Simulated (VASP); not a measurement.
# LiH (Fm-3m) in VASP: notebook

The runs below take LiH through vibrations by perturbation theory, elastic constants, with PBEsol.

All numbers are computed with VASP 6.6.1; they aren't measurements. Logs are shortened: lines on timing, memory, paths and dates and some standing lists are left out, and cuts for length are marked.

## (1) The cell of the first run

Symmetry: Fm-3m, No. 225, cubic system. The conventional cell has a = 3.980 Å, b = 3.980 Å, c = 3.980 Å, α = 90.00°, β = 90.00°, γ = 90.00°. Li (site symmetry m-3m) has 6 H at 1.99 Å within 2.6 Å. H (site symmetry m-3m) has 6 Li at 1.99 Å within 2.6 Å.

## (2) Vibrations by perturbation theory, PBEsol

Contents of INCAR:

```
ALGO     = Normal         # electronic algorithm
EDIFF    = 1E-8           # SCF threshold, eV
ENCUT    = 520            # plane-wave cutoff, eV
GGA      = PS             # functional
IBRION   = 8              # ionic algorithm
ISIF     = 2              # what is computed and relaxed
ISMEAR   = 0              # smearing method
LASPH    = True           # aspherical terms in the spheres
LCHARG   = False          # write CHGCAR
LEPSILON = True           # dielectric tensor by DFPT
LREAL    = False          # projectors in reciprocal space
LWAVE    = False          # write WAVECAR
NBANDS   = 9              # bands
NELM     = 80             # most SCF steps
NSW      = 1              # ionic steps
PREC     = Accurate       # precision mode
SIGMA    = 0.01           # smearing width, eV
```

Contents of KPOINTS:

```
k-points
0
Gamma
  10 10 10
```

Contents of POSCAR:

```
LiH
1.0
    0.0000000000      1.9900925197      1.9900925197
    1.9900925197      0.0000000000      1.9900925197
    1.9900925197      1.9900925197      0.0000000000
Li H
1 1
Direct
    0.0000000000      0.0000000000      0.0000000000
    0.5000000000      0.5000000000      0.5000000000
```

Potentials or basis: VASP PAW PBE potentials, release 64 (Li_sv, H).

Launch:

```console
$ cat potpaw_PBE.64/Li_sv/POTCAR potpaw_PBE.64/H/POTCAR > POTCAR
$ mpirun -np 1 vasp_std > vasp.out
```

OUTCAR:

```text
EDIFF = 1E-8
   ENCUT = 520
   GGA = PS
   IBRION = 8
   ISIF = 2
   ISMEAR = 0
   LASPH = True
   LEPSILON = True
   LREAL = False
   NELM = 80
   NSW = 1
   PREC = Accurate

 ion  position               nearest neighbor table
   1  0.000  0.000  0.000-
   2  0.500  0.500  0.500-

  LATTYP: Found a face centered cubic cell.
 ALAT       =     3.9801850394

  Lattice vectors:

 A1 = (   0.0000000000,   1.9900925197,   1.9900925197)
 A2 = (   1.9900925197,   0.0000000000,   1.9900925197)
 A3 = (   1.9900925197,   1.9900925197,   0.0000000000)

Analysis of symmetry for initial positions (statically):
=====================================================================
 Subroutine PRICEL returns:
 Original cell was already a primitive cell.

 Routine SETGRP: Setting up the symmetry group for a
 face centered cubic supercell.

 Subroutine GETGRP returns: Found 48 space group operations
 (whereof 48 operations were pure point group operations)
 out of a pool of 48 trial point group operations.

The static configuration has the point symmetry O_h .

Analysis of symmetry for dynamics (positions and initial velocities):
=====================================================================
 Subroutine PRICEL returns:
 Original cell was already a primitive cell.

 Routine SETGRP: Setting up the symmetry group for a
 face centered cubic supercell.

 Subroutine GETGRP returns: Found 48 space group operations
 (whereof 48 operations were pure point group operations)
 out of a pool of 48 trial point group operations.

The dynamic configuration has the point symmetry O_h .

 Subroutine INISYM returns: Found 48 space group operations
 (whereof 48 operations are pure point group operations),
 and found     1 'primitive' translations

----------------------------------------------------------------------------------------

                                     Primitive cell

  volume of cell :      15.7634

  direct lattice vectors                    reciprocal lattice vectors
     0.000000000  1.990092520  1.990092520    -0.251244600  0.251244600  0.251244600
     1.990092520  0.000000000  1.990092520     0.251244600 -0.251244600  0.251244600
     1.990092520  1.990092520  0.000000000     0.251244600  0.251244600 -0.251244600

  length of vectors
     2.814415832  2.814415832  2.814415832     0.435168413  0.435168413  0.435168413

  position of ions in fractional coordinates (direct lattice)
     0.000000000  0.000000000  0.000000000
     0.500000000  0.500000000  0.500000000

  ion indices of the primitive-cell ions
   primitive index   ion index
                 1           1
                 2           2

----------------------------------------------------------------------------------------

 KPOINTS: k-points

Automatic generation of k-mesh.
 Grid dimensions read from file:
 generate k-points for:   10   10   10

 Generating k-lattice:

  Cartesian coordinates                     Fractional coordinates (reciprocal lattice)
    -0.025124460  0.025124460  0.025124460     0.100000000  0.000000000  0.000000000
     0.025124460 -0.025124460  0.025124460     0.000000000  0.100000000  0.000000000
     0.025124460  0.025124460 -0.025124460     0.000000000  0.000000000  0.100000000

  Length of vectors
     0.043516841  0.043516841  0.043516841

  Shift w.r.t. Gamma in fractional coordinates (k-lattice)
     0.000000000  0.000000000  0.000000000

 Subroutine IBZKPT returns following result:
[... 404 lines left out ...]
     1.990092520  1.990092520  0.000000000     0.251244600  0.251244600 -0.251244600

 POSITION                                       TOTAL-FORCE (eV/Angst)
 -----------------------------------------------------------------------------------
      0.00000      0.00000      0.00000        -0.000000      0.000000     -0.000000
      1.99009      1.99009      1.99009         0.000000     -0.000000      0.000000
 -----------------------------------------------------------------------------------
    total drift:                                0.000000     -0.000000     -0.000000

  FREE ENERGIE OF THE ION-ELECTRON SYSTEM (eV)
  ---------------------------------------------------
  free  energy   TOTEN  =        -6.1204228688 eV

  energy  without entropy=       -6.1204228688  energy(sigma->0) =       -6.12042287

 HEAD OF MICROSCOPIC STATIC DIELECTRIC TENSOR (INDEPENDENT PARTICLE, excluding Hartree and local field effects)
 ------------------------------------------------------
           4.847424    -0.000000     0.000000
           0.000000     4.847424     0.000000
           0.000000     0.000000     4.847424
 ------------------------------------------------------

 Free energy of the ion-electron system (eV)
  ---------------------------------------------------
  ---------------------------------------------------
  free energy    TOTEN  =        -0.18078150 eV

  energy without entropy =       -0.18078150

------------------------ aborting loop because EDIFF is reached ----------------------------------------

--------------------------------------- Ionic step        2  -------------------------------------------

------------------------ aborting loop because EDIFF is reached ----------------------------------------

--------------------------------------- Ionic step        3  -------------------------------------------

------------------------ aborting loop because EDIFF is reached ----------------------------------------

 PIEZOELECTRIC TENSOR FIELD DIRECTION 3  (e Angst)
 -----------------------------------------------------------------------------
     0.00056  0.00000  0.00000           (  0.00001  0.00000  0.00000)
     0.00000  0.00056  0.00000           (  0.00000  0.00001 -0.00000)
     0.00000 -0.00000 -0.00028           (  0.00000 -0.00000  0.00000)

 PIEZOELECTRIC TENSOR FIELD DIRECTION 3  (C/m^2)
 -----------------------------------------------------------------------------
     0.00057  0.00000  0.00000
     0.00000  0.00057  0.00000
     0.00000 -0.00000 -0.00028

--------------------------------------- Ionic step        4  -------------------------------------------

------------------------ aborting loop because EDIFF is reached ----------------------------------------

[... ionic steps 5 to 6 ...]

--------------------------------------- Ionic step        7  -------------------------------------------

 Free energy of the ion-electron system (eV)
  ---------------------------------------------------
  ---------------------------------------------------
  free energy    TOTEN  =        -0.01746558 eV

  energy without entropy =       -0.01746558

------------------------ aborting loop because EDIFF is reached ----------------------------------------

 INTERNAL STRAIN TENSOR  FOR ION    2  DIRECTION 1   (eV/Angst):
 -----------------------------------------------------------------------------
     0.00139 -0.00000  0.00000
    -0.00000 -0.00385  0.00000
    -0.00000  0.00000 -0.00385

 MACROSCOPIC STATIC DIELECTRIC TENSOR (including local field effects in DFT)
 ------------------------------------------------------
           4.744201     0.000000    -0.000000
           0.000000     4.744201    -0.000000
           0.000000     0.000000     4.744201
 ------------------------------------------------------

 PIEZOELECTRIC TENSOR (including local field effects)  for field in x, y, z        (e  Angst)
          XX          YY          ZZ          XY          YZ          ZX
  --------------------------------------------------------------------------------
  x     0.00000     0.00000     0.00000     0.00000     0.00000     0.00000
  y     0.00000     0.00000     0.00000     0.00000     0.00000     0.00000
  z     0.00000     0.00000     0.00000     0.00000     0.00000     0.00000

 PIEZOELECTRIC TENSOR (including local field effects)  for field in x, y, z        (C/m^2)
          XX          YY          ZZ          XY          YZ          ZX
  --------------------------------------------------------------------------------
  x     0.00000     0.00000     0.00000     0.00000     0.00000     0.00000
  y     0.00000     0.00000     0.00000     0.00000     0.00000     0.00000
  z     0.00000     0.00000     0.00000     0.00000     0.00000     0.00000

 BORN EFFECTIVE CHARGES (including local field effects) (in |e|, cummulative output)
 ---------------------------------------------------------------------------------
 ion    1
    1     1.01849    -0.00000     0.00000
    2    -0.00000     1.01849     0.00000
    3    -0.00000    -0.00000     1.01849
 ion    2
    1    -1.01849     0.00000    -0.00000
    2     0.00000    -1.01849    -0.00000
    3     0.00000     0.00000    -1.01849

 INTERNAL STRAIN TENSOR FOR ION    2 for displacements in x,y,z  (eV/Angst):
          X           Y           Z          XY          YZ          ZX
  --------------------------------------------------------------------------------
  x     0.00000     0.00000     0.00000     0.00000     0.00000     0.00000
  y     0.00000     0.00000     0.00000     0.00000     0.00000     0.00000
  z     0.00000     0.00000     0.00000     0.00000     0.00000     0.00000

 SECOND DERIVATIVES (NOT SYMMETRIZED)
 ------------------------------------
               1X          1Y          1Z          2X          2Y          2Z
  1X    -1.255070    0.000000    0.000000    1.255070    0.000000    0.000000
  1Y     0.000000   -1.255070    0.000000    0.000000    1.255070    0.000000
  1Z     0.000000    0.000000   -1.255070    0.000000    0.000000    1.255070
  2X     1.258953    0.000000    0.000000   -1.258953    0.000000    0.000000
  2Y     0.000000    1.258953    0.000000    0.000000   -1.258953    0.000000
  2Z     0.000000    0.000000    1.258953    0.000000    0.000000   -1.258953

 Eigenvectors and eigenvalues of the dynamical matrix
 ----------------------------------------------------

   1 f  =   18.746888 THz   117.790172 2PiTHz  625.328879 cm-1    77.530865 meV
             X         Y         Z           dx          dy          dz
      0.000000  0.000000  0.000000    -0.302076   -0.182365    0.000000
      1.990093  1.990093  1.990093     0.801025    0.483582    0.000000
[... 21 lines left out ...]
   6 f/i=    0.009561 THz     0.060072 2PiTHz    0.318913 cm-1     0.039540 meV
             X         Y         Z           dx          dy          dz
      0.000000  0.000000  0.000000    -0.075432    0.921897   -0.141101
      1.990093  1.990093  1.990093    -0.028446    0.347658   -0.053211

--------------------------------------------------------------------------------------------------------

 MACROSCOPIC STATIC DIELECTRIC TENSOR IONIC CONTRIBUTION
 ------------------------------------------------------
           9.473042    -0.000000    -0.000000
          -0.000000     9.473042     0.000000
          -0.000000     0.000000     9.473042
 ------------------------------------------------------

 ELASTIC MODULI CONTR FROM IONIC RELAXATION (kBar)
 Direction    XX          YY          ZZ          XY          YZ          ZX
 --------------------------------------------------------------------------------
 XX           0.0000      0.0000      0.0000      0.0000      0.0000      0.0000
 YY           0.0000      0.0000      0.0000      0.0000      0.0000      0.0000
 ZZ           0.0000      0.0000      0.0000      0.0000      0.0000      0.0000
 XY           0.0000      0.0000      0.0000      0.0000      0.0000      0.0000
 YZ           0.0000      0.0000      0.0000      0.0000      0.0000      0.0000
 ZX           0.0000      0.0000      0.0000      0.0000      0.0000      0.0000
 --------------------------------------------------------------------------------

 PIEZOELECTRIC TENSOR IONIC CONTR  for field in x, y, z        (C/m^2)
          XX          YY          ZZ          XY          YZ          ZX
  --------------------------------------------------------------------------------
  x     0.00000     0.00000     0.00000     0.00000     0.00000     0.00000
  y     0.00000     0.00000     0.00000     0.00000     0.00000     0.00000
  z     0.00000     0.00000     0.00000     0.00000     0.00000     0.00000
```

It took 1.8 min on 1 thread of Intel Xeon Platinum 8375C at 2.90GHz (Ice Lake), shared host; peak memory 0.16 GiB.

What came out:

* Electronic dielectric tensor (diagonal): 4.74
* Born charges (mean of the diagonal): Li +1.02; H -1.02 e
* Highest phonon frequency at Γ, LO-TO splitting left out: 625 cm⁻¹

Phonon frequencies in cm⁻¹ (negative: imaginary):
```
              q point        frequencies
(0.000, 0.000, 0.000)  0 0 0 625 625 625
```

Electronic dielectric tensor:
```
4.74 0.00 0.00
0.00 4.74 0.00
0.00 0.00 4.74
```

Born effective charge tensors (e):
atom 1, Li
```
1.02 0.00 0.00
0.00 1.02 0.00
0.00 0.00 1.02
```
atom 2, H
```
-1.02  0.00  0.00
 0.00 -1.02  0.00
 0.00  0.00 -1.02
```

Caveat: the cutoff is under 1.25 times the usual one of these potentials, so pressure, stress and relaxed cells hold a basis-set (Pulay) error; the PAW data sets were made with another functional, which shifts forces and pressure a little.

## (3) Elastic constants, PBEsol

Contents of INCAR:

```
SYSTEM = LiH
ALGO = Normal ; EDIFF = 1E-8
ENCUT = 600 ; GGA = PS
IBRION = 6 ; ISIF = 3
ISMEAR = 0 ; LASPH = .True.
LCHARG = .True. ; LREAL = .False.
LWAVE = .False. ; NBANDS = 9
NELM = 80 ; NFREE = 2
NSW = 1 ; POTIM = 0.015
PREC = Accurate ; SIGMA = 0.01
```

Contents of KPOINTS:

```
k-points
0
Gamma
  10 10 10
  0 0 0
```

POSCAR is that of step 2.

Potentials or basis: VASP PAW PBE potentials, release 64 (Li_sv, H).

Launch:

```console
$ cat potpaw_PBE.64/Li_sv/POTCAR potpaw_PBE.64/H/POTCAR > POTCAR
$ mpirun -np 1 vasp_std > vasp.out
```

Run time: 2.3 min. Hardware: 1 thread of Intel Xeon Platinum 8375C at 2.90GHz (Ice Lake), shared host; peak memory 0.2 GiB.

Results (log left out):

| Item | Value |
| --- | --- |
| Elastic constants C11, C12, C44 | 91, 10, 48 GPa |
| Voigt bulk modulus | 37 GPa |
| Highest phonon frequency at Γ, LO-TO splitting left out | 626 cm⁻¹ |

Phonon frequencies in cm⁻¹ (negative: imaginary):
```csv
q point,frequencies
"(0.000, 0.000, 0.000)",-1 -1 -1 626 626 626
```

Elastic tensor in Voigt notation (GPa, in the Cartesian axes of the cell as first typed):
```
91 10 10  0  0  0
10 91 10  0  0  0
10 10 91  0  0  0
 0  0  0 48  0  0
 0  0  0  0 48  0
 0  0  0  0  0 48
```

Clamped-ion elastic tensor (GPa):
```
91 10 10  0  0  0
10 91 10  0  0  0
10 10 91  0  0  0
 0  0  0 48  0  0
 0  0  0  0 48  0
 0  0  0  0  0 48
```

Caveat: the cutoff is under 1.25 times the usual one of these potentials, so pressure, stress and relaxed cells hold a basis-set (Pulay) error; the PAW data sets were made with another functional, which shifts forces and pressure a little.
